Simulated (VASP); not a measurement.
# AgI (P6_3mc) in VASP: further runs

AgI is run at these levels: LDA; tasks: single point.

All numbers are computed with VASP 6.6.1; they aren't measurements. Logs are shortened: lines on timing, memory, paths and dates and some standing lists are left out, and cuts for length are marked.

## 1. The cell of the first run

Symmetry: P6_3mc, No. 186, hexagonal system. Conventional cell: a = 4.485 Å, b = 4.485 Å, c = 7.341 Å, α = 90.00°, β = 90.00°, γ = 120.00°. Ag (site symmetry 3m) has 4 I at 2.75 Å within 3.6 Å. Within 3.6 Å of I (site symmetry 3m) lie 4 Ag at 2.75 Å.

## 2. Single point, LDA

File INCAR:

```
SYSTEM = AgI
ALGO     = Normal         ! electronic algorithm
EDIFF    = 1E-6           ! SCF threshold, eV
ENCUT    = 500            ! plane-wave cutoff, eV
GGA_COMPAT= .False.      
ISIF     = 2              ! what is computed and relaxed
ISMEAR   = 0              ! smearing method
LASPH    = .True.         ! aspherical terms in the spheres
LCHARG   = .True.         ! write CHGCAR
LELF     = .True.         ! ELF
LREAL    = .False.        ! projectors in reciprocal space
LVHAR    = .True.       
LWAVE    = .False.        ! write WAVECAR
NBANDS   = 26             ! bands
NELM     = 120            ! most SCF steps
PREC     = Accurate       ! precision mode
SIGMA    = 0.01           ! smearing width, eV
```

File KPOINTS:

```
k-points
0
Gamma
  6 6 4
  0 0 0
```

File POSCAR:

```
AgI
1.0
    4.4849896914      0.0000000000      0.0000000000
   -2.2424948457      3.8841150085      0.0000000000
    0.0000000000      0.0000000000      7.3405745134
Ag I
2 2
Direct
    0.6666666667      0.3333333333      0.6277265145
    0.3333333333      0.6666666667      0.1277265145
    0.6666666667      0.3333333333      0.0022734855
    0.3333333333      0.6666666667      0.5022734855
```

Potentials or basis: VASP PAW LDA potentials, release 64 (Ag, I).

Run with:

```
cat potpaw_LDA.64/Ag/POTCAR potpaw_LDA.64/I/POTCAR > POTCAR
mpirun -np 1 vasp_std > vasp.out
```

OUTCAR:

```text
SYSTEM = AgI
   EDIFF = 1E-6
   ENCUT = 500
   ISIF = 2
   ISMEAR = 0
   LASPH = .True.
   LREAL = .False.
   NELM = 120
   PREC = Accurate

 ion  position               nearest neighbor table
   1  0.667  0.333  0.628-   4 2.75   4 2.75   4 2.75   3 2.75
   2  0.333  0.667  0.128-   3 2.75   3 2.75   3 2.75   4 2.75
   3  0.667  0.333  0.002-   2 2.75   2 2.75   2 2.75   1 2.75
   4  0.333  0.667  0.502-   1 2.75   1 2.75   1 2.75   2 2.75

  LATTYP: Found a hexagonal cell.
 ALAT       =     4.4849896914
 C/A-ratio  =     1.6366981907

  Lattice vectors:

 A1 = (   4.4849896914,   0.0000000000,   0.0000000000)
 A2 = (  -2.2424948457,   3.8841150085,   0.0000000000)
 A3 = (   0.0000000000,   0.0000000000,   7.3405745134)

Analysis of symmetry for initial positions (statically):
=====================================================================
 Subroutine PRICEL returns:
 Original cell was already a primitive cell.

 Routine SETGRP: Setting up the symmetry group for a
 hexagonal supercell.

 Subroutine GETGRP returns: Found 12 space group operations
 (whereof  6 operations were pure point group operations)
 out of a pool of 24 trial point group operations.

The static configuration has the point symmetry C_3v.
 The point group associated with its full space group is C_6v.

Analysis of symmetry for dynamics (positions and initial velocities):
=====================================================================
 Subroutine PRICEL returns:
 Original cell was already a primitive cell.

 Routine SETGRP: Setting up the symmetry group for a
 hexagonal supercell.

 Subroutine GETGRP returns: Found 12 space group operations
 (whereof  6 operations were pure point group operations)
 out of a pool of 24 trial point group operations.

The dynamic configuration has the point symmetry C_3v.
 The point group associated with its full space group is C_6v.

 Subroutine INISYM returns: Found 12 space group operations
 (whereof  6 operations are pure point group operations),
 and found     1 'primitive' translations

----------------------------------------------------------------------------------------

                                     Primitive cell

  volume of cell :     127.8744

  direct lattice vectors                    reciprocal lattice vectors
     4.484989691  0.000000000  0.000000000     0.222965953  0.128729453  0.000000000
    -2.242494846  3.884115008  0.000000000     0.000000000  0.257458906  0.000000000
     0.000000000  0.000000000  7.340574513     0.000000000  0.000000000  0.136229119

  length of vectors
     4.484989691  4.484989691  7.340574513     0.257458906  0.257458906  0.136229119

  position of ions in fractional coordinates (direct lattice)
     0.666666667  0.333333333  0.627726514
     0.333333333  0.666666667  0.127726514
     0.666666667  0.333333333  0.002273485
     0.333333333  0.666666667  0.502273485

  ion indices of the primitive-cell ions
   primitive index   ion index
                 1           1
                 2           2
                 3           3
                 4           4

----------------------------------------------------------------------------------------

 KPOINTS: k-points

Automatic generation of k-mesh.
 Grid dimensions read from file:
 generate k-points for:    6    6    4

 Generating k-lattice:

  Cartesian coordinates                     Fractional coordinates (reciprocal lattice)
     0.037160992  0.021454909  0.000000000     0.166666667  0.000000000  0.000000000
     0.000000000  0.042909818  0.000000000     0.000000000  0.166666667  0.000000000
     0.000000000  0.000000000  0.034057280     0.000000000  0.000000000  0.250000000

  Length of vectors
     0.042909818  0.042909818  0.034057280

  Shift w.r.t. Gamma in fractional coordinates (k-lattice)
     0.000000000  0.000000000  0.000000000

 Subroutine IBZKPT returns following result:
 ===========================================

 Found     21 irreducible k-points:

 Following reciprocal coordinates:
            Coordinates               Weight
  0.000000  0.000000  0.000000      1.000000
  0.166667  0.000000  0.000000      6.000000
  0.333333  0.000000  0.000000      6.000000
  0.500000  0.000000  0.000000      3.000000
  0.166667  0.166667  0.000000      6.000000
  0.333333  0.166667  0.000000     12.000000
[... 13 lines left out ...]
  0.333333  0.166667  0.500000     12.000000
  0.333333  0.333333  0.500000      2.000000
   k-points           NKPTS =     21   k-points in BZ     NKDIM =     21   number of bands    NBANDS=     26
   number of dos      NEDOS =    301   number of ions     NIONS =      4
   total plane-waves  NPLWV =  69984
   dimension x,y,z NGX =    36 NGY =   36 NGZ =   54
   dimension x,y,z NGXF=    72 NGYF=   72 NGZF=  108
   ions per type =               2   2
   NGX,Y,Z   is equivalent  to a cutoff of  13.34, 13.34, 12.23 a.u.
   NGXF,Y,Z  is equivalent  to a cutoff of  26.69, 26.69, 24.46 a.u.
 SYSTEM =  AgI
   PREC   = accura    normal or accurate (medium, high low for compatibility)
   ISTART =      0    job   : 0-new  1-cont  2-samecut
   ICHARG =      2    charge: 1-file 2-atom 10-const
   ISPIN  =      1    spin polarized calculation?
   LNONCOLLINEAR =      F non collinear calculations
   LSORBIT =      F    spin-orbit coupling
   LASPH  =      T    aspherical Exc in radial PAW
   ENCUT  =  500.0 eV  36.75 Ry    6.06 a.u.   8.18  8.18 13.38*2*pi/ulx,y,z
   NELM   =    120;   NELMIN=  2; NELMDL= -5     # of ELM steps
   EDIFF  = 0.1E-05   stopping-criterion for ELM
   LREAL  =      F    real-space projection
   EDIFFG = 0.1E-04   stopping-criterion for IOM
   NSW    =      0    number of steps for IOM
   IBRION =     -1    ionic relax: 0-MD 1-quasi-New 2-CG
   NFREE  =      0    steps in history (QN), initial steepest desc. (CG)
   ISIF   =      2    stress and relaxation
   ISYM   =      2    0-nonsym 1-usesym 2-fastsym
   POTIM  = 0.5000    time-step for ionic-motion
   TEBEG  =    0.0;   TEEND  =   0.0 temperature during run
   PSTRESS=    0.0 pullay stress
   NELECT =      36.0000    total number of electrons
   NUPDOWN=      -1.0000    fix difference up-down
   EMIN   =  10.00;   EMAX   =-10.00  energy-range for DOS
   EFERMI =   0.00;   METHOD = LEGACY
   ISMEAR =     0;   SIGMA  =   0.01  broadening in eV -4-tet -1-fermi 0-gaus
   EFERMI_NEDOS =   21; number of points for ismear=-14 and -15
   IALGO  =     38    algorithm
   IMIX   =      4    mixing-type and parameters
     AMIX     =   0.40;   BMIX     =  1.00
     AMIX_MAG =   1.60;   BMIX_MAG =  1.00
  volume/ion in A,a.u.               =      31.97       215.73
  Fermi-wavevector in a.u.,A,eV,Ry     =   1.072954  2.027589 15.663441  1.151230
  Thomas-Fermi vector in A             =   2.208739
   LORBIT       =      0    0 simple, 1 ext, 2 COOP (PROOUT), +10 PAW based schemes
   GGA     = CA    functional components
   LHFCALC =     F    Hartree Fock is set to
   AEXX    =    0.0000 exact exchange contribution
   IVDW    =     0    specifies the selected vdW correction
   LEPSILON=     F    determine dielectric tensor
   LRPA    =     F    only Hartree local field effects (RPA)
 non-spin polarized calculation
 Gauss-broadening in eV      SIGMA  =   0.01
  energy-cutoff  :      500.00
  volume of cell :      127.87
 maximum number of plane-waves:      3285
 NGX is ok and might be reduce to    36
   NGX = 17   NGY = 17   NGZ = 27

 number of electron      35.9999993 magnetization

 Free energy of the ion-electron system (eV)
  ---------------------------------------------------
  ext. energy  EPLUGINS =         0.00000000
  ---------------------------------------------------
  free energy    TOTEN  =       -12.24508547 eV

  energy without entropy =      -12.24508547  energy(sigma->0) =      -12.24508547

 E-fermi :   3.7849     XC(G=0):  -9.1578

 val. band max:        3.7198886089   @ k =   0.0000   0.0000   0.0000
 cond. band min:       4.8463268902   @ k =   0.0000   0.0000   0.0000
 fundamental gap:      1.1264382813
 Fermi energy:         3.7848521770

 k-point     1 :       0.0000    0.0000    0.0000
  band No.  band energies     occupation
      1      -9.5448      2.00000
      2      -9.1870      2.00000
      3      -0.9626      2.00000
      4      -0.9540      2.00000
      5      -0.9540      2.00000
      6      -0.9535      2.00000
[... 18 lines left out ...]
     25      10.2177      0.00000
     26      10.9900      0.00000

 k-point     2 :       0.1667    0.0000    0.0000
  band No.  band energies     occupation
      1      -9.4686      2.00000
      2      -9.1495      2.00000
      3      -1.0289      2.00000
      4      -0.9177      2.00000
      5      -0.9056      2.00000
      6      -0.8309      2.00000
[... 18 lines left out ...]
     25      10.5008      0.00000
     26      10.8032      0.00000

 k-point     3 :       0.3333    0.0000    0.0000
  band No.  band energies     occupation
      1      -9.2972      2.00000
      2      -9.0848      2.00000
      3      -1.1253      2.00000
      4      -0.9400      2.00000
      5      -0.8177      2.00000
      6      -0.6993      2.00000
[... 18 lines left out ...]
     25      10.9448      0.00000
     26      11.5194      0.00000

 k-point     4 :       0.5000    0.0000    0.0000
  band No.  band energies     occupation
      1      -9.1894      2.00000
      2      -9.0700      2.00000
      3      -1.1058      2.00000
      4      -1.0146      2.00000
      5      -0.7806      2.00000
      6      -0.5985      2.00000
[... 18 lines left out ...]
     25      11.1745      0.00000
     26      12.8110      0.00000
[... 409 lines left out ...]
      1      -9.2217      2.00000
      2      -9.2217      2.00000
      3      -1.1518      2.00000
      4      -1.1518      2.00000
      5      -0.8011      2.00000
      6      -0.8011      2.00000
[... 18 lines left out ...]
     25      10.6412      0.00000
     26      10.6412      0.00000

 k-point    20 :       0.3333    0.1667    0.5000
  band No.  band energies     occupation
      1      -9.1278      2.00000
      2      -9.1278      2.00000
      3      -1.1434      2.00000
      4      -1.1434      2.00000
      5      -0.7270      2.00000
      6      -0.7270      2.00000
[... 18 lines left out ...]
     25      11.1076      0.00000
     26      11.1076      0.00000

 k-point    21 :       0.3333    0.3333    0.5000
  band No.  band energies     occupation
      1      -9.0963      2.00000
      2      -9.0963      2.00000
      3      -1.0112      2.00000
      4      -1.0112      2.00000
      5      -0.8001      2.00000
      6      -0.8001      2.00000
[... 18 lines left out ...]
     25      11.7383      0.00000
     26      11.7383      0.00000

------------------------ aborting loop because EDIFF is reached ----------------------------------------

  FORCE on cell =-STRESS in cart. coord.  units (eV):
  Direction    XX          YY          ZZ          XY          YZ          ZX
  --------------------------------------------------------------------------------------
  -------------------------------------------------------------------------------------
  Total        0.0194349      0.0194349      0.0106572      0.0000000      0.0000000      0.0000000
  in kB        0.2435057      0.2435057      0.1335278      0.0000000      0.0000000      0.0000000
  external PRESSURE =       0.2068464 kB  Pullay stress =       0.0000000 kB

 VOLUME and BASIS-vectors are now :
 -----------------------------------------------------------------------------
  energy-cutoff  :      500.00
  volume of cell :      127.87
      direct lattice vectors                 reciprocal lattice vectors
     4.484989691  0.000000000  0.000000000     0.222965953  0.128729453  0.000000000
    -2.242494846  3.884115008  0.000000000     0.000000000  0.257458906  0.000000000
     0.000000000  0.000000000  7.340574513     0.000000000  0.000000000  0.136229119

 POSITION                                       TOTAL-FORCE (eV/Angst)
 -----------------------------------------------------------------------------------
      2.24249      1.29471      4.60787        -0.000000      0.000000      0.000931
     -0.00000      2.58941      0.93759         0.000000     -0.000000      0.000931
      2.24249      1.29471      0.01669         0.000000      0.000000     -0.000931
     -0.00000      2.58941      3.68698        -0.000000     -0.000000     -0.000931
 -----------------------------------------------------------------------------------
    total drift:                               -0.000000     -0.000000      0.000110

  FREE ENERGIE OF THE ION-ELECTRON SYSTEM (eV)
  ---------------------------------------------------
  free  energy   TOTEN  =       -12.2450854742 eV

  energy  without entropy=      -12.2450854742  energy(sigma->0) =      -12.24508547
```

Run time: 27 s. Hardware: 1 thread of Intel Xeon 6975P-C (Granite Rapids), shared host; peak memory 0.23 GiB.

Results:

```yaml
Free_energy: -12.2451 eV
Pressure: 0.0 GPa
Band_gap_on_the_k_mesh: 1.13 eV
```

Levels at points of the mesh, in eV from the valence-band top:
| k point | band 16 | band 17 | band 18 | band 19 | band 20 | band 21 |
| --- | --- | --- | --- | --- | --- | --- |
| (0.00, 0.00, 0.00) | -0.09 | 0.00 | 0.00 | 1.13 | 2.41 | 5.51 |
| (0.50, 0.00, 0.00) | -2.06 | -1.23 | -0.83 | 3.19 | 3.33 | 4.53 |
| (0.00, 0.00, 0.50) | -0.43 | -0.43 | -0.43 | 2.48 | 2.48 | 5.45 |
| (0.50, 0.00, 0.50) | -1.44 | -1.43 | -1.43 | 3.00 | 3.00 | 4.64 |

Caveat: spin-orbit coupling is left out, which moves the levels of the heavy elements.

(Part 1 of 2 ends here.)
